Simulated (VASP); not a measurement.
# CoO (F-43m) in VASP: notebook

Aim: see how the results for CoO move with the level of theory and the settings. Levels: PBEsol-based screened hybrid with 25 % exact exchange, PBE-based screened hybrid with 25 % exact exchange, PBEsol-based global hybrid with 25 % exact exchange. Tasks: single point.

Everything below comes from runs of VASP 6.6.1. Logs are shortened: lines on timing, memory, paths and dates and some standing lists are left out, and cuts for length are marked.

## Step 1: The cell of the first run

The structure is cubic, space group F-43m (No. 216). The conventional cell has a = 4.535 Å, b = 4.535 Å, c = 4.535 Å, α = 90.00°, β = 90.00°, γ = 90.00°. Co (site symmetry -43m) has 4 O at 1.96 Å within 2.6 Å. Within 2.6 Å of O (site symmetry -43m) lie 4 Co at 1.96 Å.

## Step 2: Single point, PBEsol-based screened hybrid with 25 % exact exchange, collinear spin, ferromagnetic start

POSCAR

```
CoO
1.0
    0.0000000000      2.2675140679      2.2675140679
    2.2675140679      0.0000000000      2.2675140679
    2.2675140679      2.2675140679      0.0000000000
Co O
1 1
Direct
    0.0000000000      0.0000000000      0.0000000000
    0.2500000000      0.2500000000      0.2500000000
```

INCAR.step1

```
PREC     = Accurate       # precision mode
ENCUT    = 520            # plane-wave cutoff, eV
EDIFF    = 1E-5           # SCF threshold, eV
ISMEAR   = -1             # smearing method
SIGMA    = 0.05           # smearing width, eV
LREAL    = F              # projectors in reciprocal space
LASPH    = T              # aspherical terms in the spheres
NELM     = 150            # most SCF steps
ALGO     = Normal         # electronic algorithm
ISIF     = 2              # what is computed and relaxed
LWAVE    = T              # write WAVECAR
LCHARG   = F              # write CHGCAR
ISPIN    = 2              # spin polarisation
MAGMOM   = 2 0            # initial moments
LORBIT   = 11             # projections on sites
LMAXMIX  = 4              # l up to which the mixer works
NBANDS   = 18             # bands
GGA      = PE             # functional
```

INCAR.step2

```
PREC     = Accurate       # precision mode
ENCUT    = 520            # plane-wave cutoff, eV
EDIFF    = 1E-6           # SCF threshold, eV
ISMEAR   = -1             # smearing method
SIGMA    = 0.05           # smearing width, eV
LREAL    = F              # projectors in reciprocal space
LASPH    = T              # aspherical terms in the spheres
NELM     = 150            # most SCF steps
ALGO     = Normal         # electronic algorithm
ISIF     = 2              # what is computed and relaxed
LWAVE    = F              # write WAVECAR
LCHARG   = F              # write CHGCAR
ISPIN    = 2              # spin polarisation
MAGMOM   = 2 0            # initial moments
LORBIT   = 11             # projections on sites
LMAXMIX  = 4              # l up to which the mixer works
GGA      = PS             # functional
LHFCALC  = T              # exact exchange
AEXX     = 0.25           # exact-exchange fraction
HFSCREEN = 0.207          # screening, 1/A
PRECFOCK = Normal       
NBANDS   = 18             # bands
ISTART   = 1
```

KPOINTS

```
Automatic mesh
0
Gamma
  5 5 5
```

Potentials or basis: VASP PAW PBE potentials, release 64 (Co, O).

Command:

```
> cat potpaw_PBE.64/Co/POTCAR potpaw_PBE.64/O/POTCAR > POTCAR
> cp INCAR.step1 INCAR
> mpirun -np 1 vasp_std > vasp.out
> cp INCAR.step2 INCAR
> mpirun -np 1 vasp_std > vasp.out
```

OUTCAR:

```text
PREC = Accurate
   ENCUT = 520
   EDIFF = 1E-6
   ISMEAR = -1
   LREAL = F
   LASPH = T
   NELM = 150
   ISIF = 2
   ISPIN = 2
   LORBIT = 11
   GGA = PS
   LHFCALC = T
   AEXX = 0.25
   HFSCREEN = 0.207
   PRECFOCK = Normal
   ISTART = 1

 ion  position               nearest neighbor table
   1  0.000  0.000  0.000-   2 1.96   2 1.96   2 1.96   2 1.96
   2  0.250  0.250  0.250-   1 1.96   1 1.96   1 1.96   1 1.96

  LATTYP: Found a face centered cubic cell.
 ALAT       =     4.5350281358

  Lattice vectors:

 A1 = (   0.0000000000,   2.2675140679,   2.2675140679)
 A2 = (   2.2675140679,   0.0000000000,   2.2675140679)
 A3 = (   2.2675140679,   2.2675140679,   0.0000000000)

Analysis of symmetry for initial positions (statically):
=====================================================================
 Subroutine PRICEL returns:
 Original cell was already a primitive cell.

 Routine SETGRP: Setting up the symmetry group for a
 face centered cubic supercell.

 Subroutine GETGRP returns: Found 24 space group operations
 (whereof 24 operations were pure point group operations)
 out of a pool of 48 trial point group operations.

The static configuration has the point symmetry T_d .

Analysis of symmetry for dynamics (positions and initial velocities):
=====================================================================
 Subroutine PRICEL returns:
 Original cell was already a primitive cell.

 Routine SETGRP: Setting up the symmetry group for a
 face centered cubic supercell.

 Subroutine GETGRP returns: Found 24 space group operations
 (whereof 24 operations were pure point group operations)
 out of a pool of 48 trial point group operations.

The dynamic configuration has the point symmetry T_d .

Analysis of structural, dynamic, and magnetic symmetry:
=====================================================================
 Subroutine PRICEL returns:
 Original cell was already a primitive cell.

 Routine SETGRP: Setting up the symmetry group for a
 face centered cubic supercell.

 Subroutine GETGRP returns: Found 24 space group operations
 (whereof 24 operations were pure point group operations)
 out of a pool of 48 trial point group operations.

The overall configuration has the point symmetry T_d .

 Subroutine INISYM returns: Found 24 space group operations
 (whereof 24 operations are pure point group operations),
 and found     1 'primitive' translations

[... 110 lines left out ...]
   NKREDZ  =     1    reduce k-point grid by
   AEXX    =    0.2500 exact exchange contribution
   HFSCREEN=    0.2070 screening length (either q_TF or 0.3 A-1)
   HFSCREENC=   0.2070 screening length for correlation (either q_TF or 0.3 A-1)
   ENCUTFOCK=  -1.0 apply spherical cutoff to Coloumb kernel
   IVDW    =     0    specifies the selected vdW correction
   LEPSILON=     F    determine dielectric tensor
   LRPA    =     F    only Hartree local field effects (RPA)
 spin polarized calculation
  energy-cutoff  :      520.00
  volume of cell :       23.32
 maximum number of plane-waves:       635
  NGX = 18; NGY = 18; NGZ = 18

 number of electron      15.0000014 magnetization       3.0026994

 Free energy of the ion-electron system (eV)
  ---------------------------------------------------
  ext. energy  EPLUGINS =         0.00000000
  ---------------------------------------------------
  free energy    TOTEN  =       -19.75157417 eV

  energy without entropy =      -19.75157417  energy(sigma->0) =      -19.75157417

 E-fermi :   5.3212     XC(G=0):  -9.2320

 val. band max:        4.4326937502   @ k =   0.0000   0.0000   0.0000
 cond. band min:       6.1459909538   @ k =   0.0000   0.0000   0.0000
 fundamental gap:      1.7132972036
 Fermi energy:         5.3212029275

 spin component 1

 k-point     1 :       0.0000    0.0000    0.0000
  band No.  band energies     occupation
      1     -16.3864      1.00000
      2      -2.3106      1.00000
      3      -2.3106      1.00000
      4      -2.3106      1.00000
      5       1.1735      1.00000
      6       1.1737      1.00000
[... 186 lines left out ...]
      4      -1.1634      1.00000
      5       0.4450      1.00000
      6       0.6826      1.00000
[... 10 lines left out ...]
     17      32.0836      0.00000
     18      34.5555      0.00000
 Fermi energy:         5.3212029275

 spin component 2

 k-point     1 :       0.0000    0.0000    0.0000
  band No.  band energies     occupation
      1     -15.8215      1.00000
      2       0.3585      1.00000
      3       0.3586      1.00000
      4       0.3588      1.00000
      5       3.1351      1.00000
      6       3.1356      1.00000
[... 187 lines left out ...]
      5       3.6174      1.00000
      6       3.9206      1.00000
[... 10 lines left out ...]
     17      32.5568      0.00000
     18      35.1359      0.00000

------------------------ aborting loop because EDIFF is reached ----------------------------------------

  FORCE on cell =-STRESS in cart. coord.  units (eV):
  Direction    XX          YY          ZZ          XY          YZ          ZX
  --------------------------------------------------------------------------------------
  -------------------------------------------------------------------------------------
  Total        0.0421051      0.0421051      0.0421051     -0.0000000     -0.0000000      0.0000000
  in kB        2.8931145      2.8931145      2.8931145     -0.0000000     -0.0000000      0.0000000
  external PRESSURE =       2.8931145 kB  Pullay stress =       0.0000000 kB

 VOLUME and BASIS-vectors are now :
 -----------------------------------------------------------------------------
  energy-cutoff  :      520.00
  volume of cell :       23.32
      direct lattice vectors                 reciprocal lattice vectors
     0.000000000  2.267514068  2.267514068    -0.220505798  0.220505798  0.220505798
     2.267514068  0.000000000  2.267514068     0.220505798 -0.220505798  0.220505798
     2.267514068  2.267514068  0.000000000     0.220505798  0.220505798 -0.220505798

 POSITION                                       TOTAL-FORCE (eV/Angst)
 -----------------------------------------------------------------------------------
      0.00000      0.00000      0.00000        -0.000000     -0.000000     -0.000000
      1.13376      1.13376      1.13376         0.000000      0.000000      0.000000
 -----------------------------------------------------------------------------------
    total drift:                                0.000021      0.000009      0.000018

  FREE ENERGIE OF THE ION-ELECTRON SYSTEM (eV)
  ---------------------------------------------------
  free  energy   TOTEN  =       -19.7515741714 eV

  energy  without entropy=      -19.7515741705  energy(sigma->0) =      -19.75157417

 total charge

# of ion       s       p       d       tot
------------------------------------------
    1        0.353   0.459   7.126   7.938
    2        1.543   3.510   0.000   5.053
--------------------------------------------------
tot          1.896   3.969   7.126  12.991

 magnetization (x)

# of ion       s       p       d       tot
------------------------------------------
    1        0.011   0.048   2.611   2.669
    2        0.018   0.188   0.000   0.205
--------------------------------------------------
tot          0.028   0.236   2.611   2.875
```

OUTCAR.step1:

```text
PREC = Accurate
   ENCUT = 520
   EDIFF = 1E-5
   ISMEAR = -1
   LREAL = F
   LASPH = T
   NELM = 150
   ISIF = 2
   ISPIN = 2
[... 649 lines left out ...]

  energy  without entropy=      -13.3563502816  energy(sigma->0) =      -13.36565199

 total charge

# of ion       s       p       d       tot
------------------------------------------
    1        0.338   0.431   7.193   7.962
    2        1.552   3.427   0.000   4.979
--------------------------------------------------
tot          1.890   3.859   7.193  12.942

 magnetization (x)

# of ion       s       p       d       tot
------------------------------------------
    1        0.017   0.047   2.302   2.366
    2        0.020   0.264   0.000   0.284
--------------------------------------------------
tot          0.037   0.312   2.302   2.650
```

OSZICAR.step1:

```text
N       E                     dE             d eps       ncg     rms          rms(c)
DAV:   1     0.753243782307E+02    0.75324E+02   -0.64486E+03   744   0.895E+02
DAV:   2    -0.112075843905E+02   -0.86532E+02   -0.75870E+02   764   0.214E+02
DAV:   3    -0.160101827856E+02   -0.48026E+01   -0.45597E+01   840   0.534E+01
DAV:   4    -0.160704507134E+02   -0.60268E-01   -0.60214E-01   894   0.584E+00
DAV:   5    -0.160721115292E+02   -0.16608E-02   -0.16606E-02   876   0.922E-01    0.179E+01
DAV:   6    -0.159740566778E+02    0.98055E-01   -0.27986E+01   862   0.724E+01    0.245E+01
DAV:   7    -0.134111304813E+02    0.25629E+01   -0.14580E+01   846   0.610E+01    0.768E+00
DAV:   8    -0.134016522787E+02    0.94782E-02   -0.51719E-01   822   0.729E+00    0.416E+00
DAV:   9    -0.133741203867E+02    0.27532E-01   -0.19701E-01  1004   0.597E+00    0.147E+00
DAV:  10    -0.133760628571E+02   -0.19425E-02   -0.52153E-02   934   0.275E+00    0.465E-01
DAV:  11    -0.133749829968E+02    0.10799E-02   -0.13427E-02   982   0.134E+00    0.265E-01
DAV:  12    -0.133748873552E+02    0.95642E-04   -0.11117E-03   960   0.322E-01    0.743E-02
DAV:  13    -0.133749388811E+02   -0.51526E-04   -0.18037E-04   824   0.119E-01    0.760E-02
DAV:  14    -0.133749580566E+02   -0.19175E-04   -0.79252E-05   860   0.837E-02    0.200E-02
DAV:  15    -0.133749537052E+02    0.43514E-05   -0.10510E-05   498   0.368E-02
   1 F= -.13374954E+02 E0= -.13365652E+02  d E =-.186034E-01  mag=     2.7325
```

It took 34 min on 1 thread of Intel Xeon 8259CL, shared host; peak memory 0.27 GiB.

Results:

| Property | Result |
| --- | --- |
| Free energy | -19.7516 eV |
| Pressure | 0.3 GPa |
| Band gap on the k mesh | 1.71 eV |
| Net moment | 3.00 μB per cell |
| Site moments | Co +2.67; O +0.20 μB |
| Valence electrons inside the program's atomic spheres | Co 7.94; O 5.05 |

Levels at points of the mesh, in eV from the valence-band top:
Spin up:
```tsv
k point	band 5	band 6	band 7	band 8	band 9	band 10	band 11	band 12	band 13	band 14
(0.00, 0.00, 0.00)	-3.26	-3.26	0.00	0.00	0.00	1.71	16.03	16.03	16.03	21.84
```
Spin down:
| k point | band 3 | band 4 | band 5 | band 6 | band 7 | band 8 | band 9 | band 10 |
| --- | --- | --- | --- | --- | --- | --- | --- | --- |
| (0.00, 0.00, 0.00) | -4.07 | -4.07 | -1.30 | -1.30 | 2.48 | 6.32 | 6.32 | 6.32 |

Caveat: the k points lie up to 0.48 Å⁻¹ apart; the PAW data sets were made with another functional, which shifts forces and pressure a little; a cell with one magnetic atom can't hold antiferromagnetic order, which such compounds often take.

## Step 3: Single point, PBE-based screened hybrid with 25 % exact exchange, collinear spin, ferromagnetic start

This run uses another cell than the first one, of 12.07 Å³/atom.

POSCAR

```
CoO
1.0
    0.0000000000      2.2935554083      2.2935554083
    2.2935554083      0.0000000000      2.2935554083
    2.2935554083      2.2935554083      0.0000000000
Co O
1 1
Direct
    0.0000000000      0.0000000000      0.0000000000
    0.2500000000      0.2500000000      0.2500000000
```

INCAR.step1

```
PREC     = Accurate       # precision mode
ENCUT    = 520            # plane-wave cutoff, eV
EDIFF    = 1E-5           # SCF threshold, eV
ISMEAR   = -1             # smearing method
SIGMA    = 0.05           # smearing width, eV
LREAL    = False          # projectors in reciprocal space
LASPH    = True           # aspherical terms in the spheres
NELM     = 150            # most SCF steps
ALGO     = Normal         # electronic algorithm
ISIF     = 2              # what is computed and relaxed
LWAVE    = True           # write WAVECAR
LCHARG   = False          # write CHGCAR
ISPIN    = 2              # spin polarisation
MAGMOM   = 2 0            # initial moments
LORBIT   = 11             # projections on sites
LMAXMIX  = 4              # l up to which the mixer works
GGA      = PE             # functional
NBANDS   = 18             # bands
```

INCAR.step2

```
PREC     = Accurate       # precision mode
ENCUT    = 520            # plane-wave cutoff, eV
EDIFF    = 1E-6           # SCF threshold, eV
ISMEAR   = -1             # smearing method
SIGMA    = 0.05           # smearing width, eV
LREAL    = False          # projectors in reciprocal space
LASPH    = True           # aspherical terms in the spheres
NELM     = 150            # most SCF steps
ALGO     = Normal         # electronic algorithm
ISIF     = 2              # what is computed and relaxed
LWAVE    = False          # write WAVECAR
LCHARG   = False          # write CHGCAR
ISPIN    = 2              # spin polarisation
MAGMOM   = 2 0            # initial moments
LORBIT   = 11             # projections on sites
LMAXMIX  = 4              # l up to which the mixer works
GGA      = PE             # functional
LHFCALC  = True           # exact exchange
AEXX     = 0.25           # exact-exchange fraction
HFSCREEN = 0.3            # screening, 1/A
PRECFOCK = Normal       
ISTART   = 1            
NBANDS   = 18             # bands
```

KPOINTS is that of step 2.

Potentials or basis: VASP PAW PBE potentials, release 64 (Co, O).

Command:

```
> cat potpaw_PBE.64/Co/POTCAR potpaw_PBE.64/O/POTCAR > POTCAR
> cp INCAR.step1 INCAR
> mpirun -np 1 vasp_std > vasp.out
> cp INCAR.step2 INCAR
> mpirun -np 1 vasp_std > vasp.out
```

It took 39 min on 1 thread of Intel Xeon 8259CL, shared host; peak memory 0.27 GiB.

The run converged. Its results:

```yaml
Free_energy: -18.6850 eV
Pressure: 0.1 GPa
Band_gap_on_the_k_mesh: 1.61 eV
Net_moment: 3.00 μB per cell
Site_moments: Co +2.68; O +0.20 μB
Valence_electrons_inside_the_program's_atomic_spheres: Co 7.87; O 5.05
```

Levels at points of the mesh, in eV from the valence-band top:
Spin up:
| k point | band 6 | band 7 | band 8 | band 9 | band 10 | band 11 | band 12 | band 13 |
| --- | --- | --- | --- | --- | --- | --- | --- | --- |
| (0.00, 0.00, 0.00) | -3.14 | 0.00 | 0.00 | 0.00 | 1.61 | 15.69 | 15.69 | 15.69 |
Spin down:
```tsv
k point	band 4	band 5	band 6	band 7	band 8	band 9
(0.00, 0.00, 0.00)	-3.73	-1.29	-1.29	2.36	6.08	6.08
```

Caveat: the k points lie up to 0.47 Å⁻¹ apart; the PAW data sets were made with another functional, which shifts forces and pressure a little; a cell with one magnetic atom can't hold antiferromagnetic order, which such compounds often take.

## Step 4: Single point, PBEsol-based global hybrid with 25 % exact exchange, collinear spin, ferromagnetic start

POSCAR

```
CoO
1.0
    0.0000000000      2.2671858373      2.2671858373
    2.2671858373      0.0000000000      2.2671858373
    2.2671858373      2.2671858373      0.0000000000
Co O
1 1
Direct
    0.0000000000      0.0000000000      0.0000000000
    0.2500000000      0.2500000000      0.2500000000
```

Edit INCAR.step1 of step 3 so:

```diff
@@ -5,4 +5,4 @@
 SIGMA    = 0.05           # smearing width, eV
-LREAL    = False          # projectors in reciprocal space
-LASPH    = True           # aspherical terms in the spheres
+LREAL    = F              # projectors in reciprocal space
+LASPH    = T              # aspherical terms in the spheres
 NELM     = 150            # most SCF steps
@@ -10,4 +10,3 @@
 ISIF     = 2              # what is computed and relaxed
-LWAVE    = True           # write WAVECAR
-LCHARG   = False          # write CHGCAR
+LWAVE    = T              # write WAVECAR
 ISPIN    = 2              # spin polarisation
```

INCAR.step2

```
PREC     = Accurate       # precision mode
ENCUT    = 520            # plane-wave cutoff, eV
EDIFF    = 1E-7           # SCF threshold, eV
ISMEAR   = -1             # smearing method
SIGMA    = 0.05           # smearing width, eV
LREAL    = F              # projectors in reciprocal space
LASPH    = T              # aspherical terms in the spheres
NELM     = 150            # most SCF steps
ALGO     = Normal         # electronic algorithm
ISIF     = 2              # what is computed and relaxed
LWAVE    = F              # write WAVECAR
LCHARG   = T              # write CHGCAR
ISPIN    = 2              # spin polarisation
MAGMOM   = 2 0            # initial moments
LORBIT   = 11             # projections on sites
LMAXMIX  = 4              # l up to which the mixer works
GGA      = PS             # functional
LHFCALC  = T              # exact exchange
AEXX     = 0.25           # exact-exchange fraction
PRECFOCK = Normal       
LELF     = T              # ELF
LVHAR    = T            
ISTART   = 1            
NBANDS   = 18             # bands
```

KPOINTS

```
regular mesh
0
Gamma
  5 5 5
```

Command:

```
> cat potpaw_PBE.64/Co/POTCAR potpaw_PBE.64/O/POTCAR > POTCAR
> cp INCAR.step1 INCAR
> mpirun -np 1 vasp_std > vasp.out
> cp INCAR.step2 INCAR
> mpirun -np 1 vasp_std > vasp.out
```

Run time: 46 min. Hardware: 1 thread of Intel Xeon 8259CL, shared host; peak memory 0.17 GiB.

The run converged. Its results:

| Quantity | Value |
| --- | --- |
| Free energy | -21.1921 eV |
| Pressure | 0.0 GPa |
| Band gap on the k mesh | 2.47 eV |
| Net moment | 3.00 μB per cell |
| Site moments | Co +2.67; O +0.20 μB |
| Valence electrons inside the program's atomic spheres | Co 7.94; O 5.05 |

Levels at points of the mesh, in eV from the valence-band top:
Spin up:
```
           k point  band 7  band 8  band 9  band 10  band 11  band 12
(0.00, 0.00, 0.00)    0.00    0.00    0.00     2.47    16.83    16.83
```
Spin down:
```
           k point  band 2  band 3  band 4  band 5  band 6  band 7  band 8  band 9  band 10  band 11
(0.00, 0.00, 0.00)   -4.08   -4.08   -4.08   -1.31   -1.31    3.24    7.13    7.13     7.13    17.37
```

Caveat: the k points lie up to 0.48 Å⁻¹ apart; the PAW data sets were made with another functional, which shifts forces and pressure a little; a cell with one magnetic atom can't hold antiferromagnetic order, which such compounds often take.

## Step 5: Summary

```csv
level,cell,screening parameter,gap on the mesh (eV),pressure (GPa),moment (μB)
PBEsol-based screened hybrid with 25 % exact exchange,"a = 3.207 Å, angles 60.0°, 2 atoms",0.207 1/Å,1.71,0.3,3.00
PBE-based screened hybrid with 25 % exact exchange,"a = 3.244 Å, angles 60.0°, 2 atoms",0.3 1/Å,1.61,0.1,3.00
PBEsol-based global hybrid with 25 % exact exchange,"a = 3.206 Å, angles 60.0°, 2 atoms",-,2.47,0.0,3.00
```

Alike in all rows: task single point; potentials or basis VASP PAW PBE potentials, release 64 (Co, O); spin collinear, ferromagnetic start; k mesh 5 × 5 × 5; cutoff (eV) 520; smearing fermi-dirac 0.05 eV.

Caveats: all runs use coarse meshes; the PAW data sets were made with another functional, which shifts forces and pressure a little; a cell with one magnetic atom can't hold antiferromagnetic order, which such compounds often take.

Absolute energies hang on the potentials; compare differences alone.
